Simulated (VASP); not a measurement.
# Nb (Fm-3m) in VASP: a series of runs

Runs on Nb. Level: r2SCAN. Tasks: single point.

All numbers are computed with VASP 6.6.1; they aren't measurements. Logs are shortened: lines on timing, memory, paths and dates and some standing lists are left out, and cuts for length are marked.

### 1 The cell of the first run

The structure is cubic, space group Fm-3m (No. 225). The conventional cell has a = 4.167 Å, b = 4.167 Å, c = 4.167 Å, α = 90.00°, β = 90.00°, γ = 90.00°. Within 3.9 Å of Nb (site symmetry m-3m) lie 12 Nb at 2.95 Å.

This isn't the form of Nb at room conditions, which is bcc.

### 2 Single point, r2SCAN (strain -0.015 along x and y, -0.015 along z)

Contents of POSCAR:

```
Nb
1.0
    0.0000000000      2.0832750000      2.0832750000
    2.0832750000      0.0000000000      2.0832750000
    2.0832750000      2.0832750000      0.0000000000
Nb
1
Direct
    0.0000000000      0.0000000000      0.0000000000
```

Contents of INCAR.step1:

```
ALGO     = Normal         # electronic algorithm
EDIFF    = 1E-4           # SCF threshold, eV
ENCUT    = 520            # plane-wave cutoff, eV
GGA      = PE             # functional
ISMEAR   = 0              # smearing method
LASPH    = True           # aspherical terms in the spheres
LCHARG   = False          # write CHGCAR
LREAL    = False          # projectors in reciprocal space
LWAVE    = True           # write WAVECAR
NBANDS   = 12             # bands
NELM     = 80             # most SCF steps
PREC     = Accurate       # precision mode
SIGMA    = 0.15           # smearing width, eV
```

Contents of INCAR.step2:

```
ALGO     = Normal         # electronic algorithm
EDIFF    = 1E-6           # SCF threshold, eV
ENCUT    = 520            # plane-wave cutoff, eV
ISIF     = 2              # what is computed and relaxed
ISMEAR   = 0              # smearing method
ISTART   = 1            
LASPH    = True           # aspherical terms in the spheres
LCHARG   = False          # write CHGCAR
LMIXTAU  = True         
LREAL    = False          # projectors in reciprocal space
LWAVE    = False          # write WAVECAR
METAGGA  = R2SCAN         # meta-GGA
NBANDS   = 12             # bands
NELM     = 80             # most SCF steps
PREC     = Accurate       # precision mode
SIGMA    = 0.15           # smearing width, eV
```

Contents of KPOINTS:

```
k-points
0
Gamma
  20 20 20
```

Potentials or basis: VASP PAW PBE potentials, release 64 (Nb_sv).

Launch:

```sh
$ cat potpaw_PBE.64/Nb_sv/POTCAR > POTCAR
$ cp INCAR.step1 INCAR
$ mpirun -np 1 vasp_std > vasp.out
$ cp INCAR.step2 INCAR
$ mpirun -np 1 vasp_std > vasp.out
```

OUTCAR:

```text
EDIFF = 1E-6
   ENCUT = 520
   ISIF = 2
   ISMEAR = 0
   ISTART = 1
   LASPH = True
   LREAL = False
   METAGGA = R2SCAN
   NELM = 80
   PREC = Accurate

 ion  position               nearest neighbor table
   1  0.000  0.000  0.000-

  LATTYP: Found a face centered cubic cell.
 ALAT       =     4.1665500000

  Lattice vectors:

 A1 = (   0.0000000000,   2.0832750000,   2.0832750000)
 A2 = (   2.0832750000,   0.0000000000,   2.0832750000)
 A3 = (   2.0832750000,   2.0832750000,   0.0000000000)

Analysis of symmetry for initial positions (statically):
=====================================================================
 Subroutine PRICEL returns:
 Original cell was already a primitive cell.

 Routine SETGRP: Setting up the symmetry group for a
 face centered cubic supercell.

 Subroutine GETGRP returns: Found 48 space group operations
 (whereof 48 operations were pure point group operations)
 out of a pool of 48 trial point group operations.

The static configuration has the point symmetry O_h .

Analysis of symmetry for dynamics (positions and initial velocities):
=====================================================================
 Subroutine PRICEL returns:
 Original cell was already a primitive cell.

 Routine SETGRP: Setting up the symmetry group for a
 face centered cubic supercell.

 Subroutine GETGRP returns: Found 48 space group operations
 (whereof 48 operations were pure point group operations)
 out of a pool of 48 trial point group operations.

The dynamic configuration has the point symmetry O_h .

 Subroutine INISYM returns: Found 48 space group operations
 (whereof 48 operations are pure point group operations),
 and found     1 'primitive' translations

----------------------------------------------------------------------------------------

                                     Primitive cell

  volume of cell :      18.0830

  direct lattice vectors                    reciprocal lattice vectors
     0.000000000  2.083275000  2.083275000    -0.240006720  0.240006720  0.240006720
     2.083275000  0.000000000  2.083275000     0.240006720 -0.240006720  0.240006720
     2.083275000  2.083275000  0.000000000     0.240006720  0.240006720 -0.240006720

  length of vectors
     2.946195759  2.946195759  2.946195759     0.415703834  0.415703834  0.415703834

  position of ions in fractional coordinates (direct lattice)
     0.000000000  0.000000000  0.000000000

  ion indices of the primitive-cell ions
   primitive index   ion index
                 1           1

----------------------------------------------------------------------------------------

 KPOINTS: k-points

Automatic generation of k-mesh.
 Grid dimensions read from file:
 generate k-points for:   20   20   20

 Generating k-lattice:

  Cartesian coordinates                     Fractional coordinates (reciprocal lattice)
    -0.012000336  0.012000336  0.012000336     0.050000000  0.000000000  0.000000000
     0.012000336 -0.012000336  0.012000336     0.000000000  0.050000000  0.000000000
     0.012000336  0.012000336 -0.012000336     0.000000000  0.000000000  0.050000000

  Length of vectors
     0.020785192  0.020785192  0.020785192

  Shift w.r.t. Gamma in fractional coordinates (k-lattice)
     0.000000000  0.000000000  0.000000000

 Subroutine IBZKPT returns following result:
 ===========================================

 Found    256 irreducible k-points:

 Following reciprocal coordinates:
            Coordinates               Weight
  0.000000  0.000000  0.000000      1.000000
  0.050000  0.000000  0.000000      8.000000
  0.100000  0.000000  0.000000      8.000000
  0.150000  0.000000  0.000000      8.000000
  0.200000  0.000000  0.000000      8.000000
  0.250000  0.000000  0.000000      8.000000
[... 16 lines left out ...]
 -0.400000  0.050000  0.000000     24.000000
 -0.350000  0.050000  0.000000     24.000000
 [... further k-points ...]
   k-points           NKPTS =    256   k-points in BZ     NKDIM =    256   number of bands    NBANDS=     12
   number of dos      NEDOS =    301   number of ions     NIONS =      1
   total plane-waves  NPLWV =  13824
   dimension x,y,z NGX =    24 NGY =   24 NGZ =   24
   dimension x,y,z NGXF=    48 NGYF=   48 NGZF=   48
   ions per type =               1
   NGX,Y,Z   is equivalent  to a cutoff of  13.54, 13.54, 13.54 a.u.
   NGXF,Y,Z  is equivalent  to a cutoff of  27.09, 27.09, 27.09 a.u.
 SYSTEM =  unknown system
   PREC   = accura    normal or accurate (medium, high low for compatibility)
   ISTART =      1    job   : 0-new  1-cont  2-samecut
   ICHARG =      0    charge: 1-file 2-atom 10-const
   ISPIN  =      1    spin polarized calculation?
   LNONCOLLINEAR =      F non collinear calculations
   LSORBIT =      F    spin-orbit coupling
   LASPH  =      T    aspherical Exc in radial PAW
   ENCUT  =  520.0 eV  38.22 Ry    6.18 a.u.   5.48  5.48  5.48*2*pi/ulx,y,z
   NELM   =     80;   NELMIN=  2; NELMDL=  0     # of ELM steps
   EDIFF  = 0.1E-05   stopping-criterion for ELM
   LREAL  =      F    real-space projection
   EDIFFG = 0.1E-04   stopping-criterion for IOM
   NSW    =      0    number of steps for IOM
   IBRION =     -1    ionic relax: 0-MD 1-quasi-New 2-CG
   NFREE  =      0    steps in history (QN), initial steepest desc. (CG)
   ISIF   =      2    stress and relaxation
   ISYM   =      2    0-nonsym 1-usesym 2-fastsym
   POTIM  = 0.5000    time-step for ionic-motion
   TEBEG  =    0.0;   TEEND  =   0.0 temperature during run
   PSTRESS=    0.0 pullay stress
   NELECT =      13.0000    total number of electrons
   NUPDOWN=      -1.0000    fix difference up-down
   EMIN   =  10.00;   EMAX   =-10.00  energy-range for DOS
   EFERMI =   0.00;   METHOD = LEGACY
   ISMEAR =     0;   SIGMA  =   0.15  broadening in eV -4-tet -1-fermi 0-gaus
   EFERMI_NEDOS =   21; number of points for ismear=-14 and -15
   IALGO  =     38    algorithm
   IMIX   =      4    mixing-type and parameters
     AMIX     =   0.40;   BMIX     =  1.00
     AMIX_MAG =   1.60;   BMIX_MAG =  1.00
  volume/ion in A,a.u.               =      18.08       122.03
  Fermi-wavevector in a.u.,A,eV,Ry     =   1.466558  2.771393 29.263321  2.150793
  Thomas-Fermi vector in A             =   2.582281
   LORBIT       =      0    0 simple, 1 ext, 2 COOP (PROOUT), +10 PAW based schemes
   METAGGA = R2SCAN    functional components
   LHFCALC =     F    Hartree Fock is set to
   AEXX    =    0.0000 exact exchange contribution
   IVDW    =     0    specifies the selected vdW correction
   LEPSILON=     F    determine dielectric tensor
   LRPA    =     F    only Hartree local field effects (RPA)
 non-spin polarized calculation
 Gauss-broadening in eV      SIGMA  =   0.15
  energy-cutoff  :      520.00
  volume of cell :       18.08
 maximum number of plane-waves:       531
 NGX is ok and might be reduce to    24
   NGX = 11   NGY = 11   NGZ = 11

 number of electron      13.0000000 magnetization

 Free energy of the ion-electron system (eV)
  ---------------------------------------------------
  ext. energy  EPLUGINS =         0.00000000
  ---------------------------------------------------
  free energy    TOTEN  =       -24.50901911 eV

  energy without entropy =      -24.49398946  energy(sigma->0) =      -24.50150429

 E-fermi :  11.5007     XC(G=0): -13.5947

 val. band max:       11.4969971770   @ k =  -0.3500   0.3500   0.0000
 cond. band min:      11.5030742752   @ k =   0.3500   0.2000   0.1000
 fundamental gap:      0.0060770982
 Fermi energy:        11.5006689228

 k-point     1 :       0.0000    0.0000    0.0000
  band No.  band energies     occupation
      1     -45.0957      2.00000
      2     -19.6530      2.00000
      3     -19.6530      2.00000
      4     -19.6530      2.00000
      5       4.8032      2.00000
      6      11.6033      0.33312
      7      11.6033      0.33312
      8      11.6033      0.33312
      9      14.5653      0.00000
     10      14.5653      0.00000
     11      23.7640      0.00000
     12      29.1764      0.00000

 k-point     2 :       0.0500    0.0000    0.0000
  band No.  band energies     occupation
      1     -45.0898      2.00000
      2     -19.6906      2.00000
      3     -19.6576      2.00000
      4     -19.6576      2.00000
      5       4.9060      2.00000
      6      11.5171      0.87656
      7      11.6510      0.15652
      8      11.6510      0.15652
      9      14.5199      0.00000
     10      14.5199      0.00000
     11      23.9767      0.00000
     12      28.6984      0.00000

 k-point     3 :       0.1000    0.0000    0.0000
  band No.  band energies     occupation
      1     -45.0727      2.00000
      2     -19.7987      2.00000
      3     -19.6707      2.00000
      4     -19.6707      2.00000
      5       5.2033      2.00000
      6      11.2896      1.95341
      7      11.7797      0.00852
      8      11.7797      0.00852
      9      14.4094      0.00000
     10      14.4094      0.00000
     11      24.5635      0.00000
     12      27.7178      0.00000

 k-point     4 :       0.1500    0.0000    0.0000
  band No.  band energies     occupation
      1     -45.0458      2.00000
      2     -19.9645      2.00000
      3     -19.6910      2.00000
      4     -19.6910      2.00000
      5       5.6603      2.00000
      6      11.0005      2.00000
      7      11.9413      0.00003
      8      11.9413      0.00003
      9      14.3096      0.00000
     10      14.3096      0.00000
     11      25.2947      0.00000
     12      26.8113      0.00000

 k-point     5 :       0.2000    0.0000    0.0000
  band No.  band energies     occupation
      1     -45.0118      2.00000
      2     -20.1693      2.00000
      3     -19.7165      2.00000
      4     -19.7165      2.00000
      5       6.2108      2.00000
      6      10.7569      2.00000
      7      12.0496      0.00000
      8      12.0496      0.00000
      9      14.3362      0.00000
     10      14.3362      0.00000
     11      25.1886      0.00000
     12      26.9356      0.00000
[... 228 lines left out ...]
      1     -44.8471      2.00000
      2     -21.0636      2.00000
      3     -19.8569      2.00000
      4     -19.8421      2.00000
      5       7.3769      2.00000
      6      11.2959      1.94643
      7      11.5335      0.75679
      8      12.7328      0.00000
      9      16.6301      0.00000
     10      16.7874      0.00000
     11      22.9632      0.00000
     12      23.8361      0.00000

 k-point    22 :      -0.4500    0.0500    0.0000
  band No.  band energies     occupation
      1     -44.8492      2.00000
      2     -21.0528      2.00000
      3     -19.8619      2.00000
      4     -19.8343      2.00000
      5       7.3822      2.00000
      6      11.3220      1.90793
      7      11.5325      0.76392
      8      12.6636      0.00000
      9      16.4351      0.00000
     10      16.8748      0.00000
     11      22.9504      0.00000
     12      23.9954      0.00000

 k-point    23 :      -0.4000    0.0500    0.0000
  band No.  band energies     occupation
      1     -44.8632      2.00000
      2     -20.9791      2.00000
      3     -19.8575      2.00000
      4     -19.8183      2.00000
      5       7.4048      2.00000
      6      11.4171      1.56914
      7      11.6018      0.34037
      8      12.2072      0.00000
      9      15.9988      0.00000
     10      16.6600      0.00000
     11      23.0008      0.00000
     12      24.8806      0.00000

 k-point    24 :      -0.3500    0.0500    0.0000
  band No.  band energies     occupation
      1     -44.8877      2.00000
      2     -20.8487      2.00000
      3     -19.8441      2.00000
      4     -19.7957      2.00000
      5       7.4033      2.00000
      6      11.4904      1.07721
      7      11.6399      0.18917
      8      11.7333      0.02828
      9      15.4236      0.00000
     10      16.2243      0.00000
     11      23.2700      0.00000
     12      26.0939      0.00000

 [... further k-points ...]
[... 5 lines left out ...]
  --------------------------------------------------------------------------------------
  -------------------------------------------------------------------------------------
  Total        0.6453001      0.6453001      0.6453001      0.0000000      0.0000000      0.0000000
  in kB       57.1745172     57.1745172     57.1745172      0.0000000      0.0000000      0.0000000
  external PRESSURE =      57.1745172 kB  Pullay stress =       0.0000000 kB

 VOLUME and BASIS-vectors are now :
 -----------------------------------------------------------------------------
  energy-cutoff  :      520.00
  volume of cell :       18.08
      direct lattice vectors                 reciprocal lattice vectors
     0.000000000  2.083275000  2.083275000    -0.240006720  0.240006720  0.240006720
     2.083275000  0.000000000  2.083275000     0.240006720 -0.240006720  0.240006720
     2.083275000  2.083275000  0.000000000     0.240006720  0.240006720 -0.240006720

 POSITION                                       TOTAL-FORCE (eV/Angst)
 -----------------------------------------------------------------------------------
      0.00000      0.00000      0.00000         0.000000      0.000000      0.000000
 -----------------------------------------------------------------------------------
    total drift:                                0.000000      0.000000     -0.000000

  FREE ENERGIE OF THE ION-ELECTRON SYSTEM (eV)
  ---------------------------------------------------
  free  energy   TOTEN  =       -24.5090191150 eV

  energy  without entropy=      -24.4939894636  energy(sigma->0) =      -24.50150429
```

It took 1.8 min on 1 thread of Intel Xeon Platinum 8259CL at 2.50GHz (Skylake/Cascade Lake), shared host; peak memory 0.18 GiB.

Results:

- Free energy: -24.5090 eV
- Pressure: 5.7 GPa
- Band gap on the k mesh: zero (an odd number of electrons rules out a gap without spin polarisation)

Levels at points of the mesh, in eV from the Fermi level:
| k point | band 2 | band 3 | band 4 | band 5 | band 6 | band 7 | band 8 | band 9 | band 10 | band 11 |
| --- | --- | --- | --- | --- | --- | --- | --- | --- | --- | --- |
| (0.00, 0.00, 0.00) | -31.15 | -31.15 | -31.15 | -6.70 | 0.10 | 0.10 | 0.10 | 3.06 | 3.06 | 12.26 |
| (0.50, 0.00, 0.00) | -32.58 | -31.33 | -31.33 | -4.21 | -0.05 | -0.05 | 1.40 | 5.12 | 5.12 | 11.55 |
| (0.50, 0.50, 0.00) | -32.48 | -31.65 | -31.65 | -4.47 | -3.73 | 3.87 | 5.17 | 5.68 | 5.68 | 12.17 |

Caveat: the cell differs from its parent crystal (strain -0.015 along x and y, -0.015 along z); the cell stands under pressure; the PAW data sets were made with another functional, which shifts forces and pressure a little.

[end of part 1 of 2]
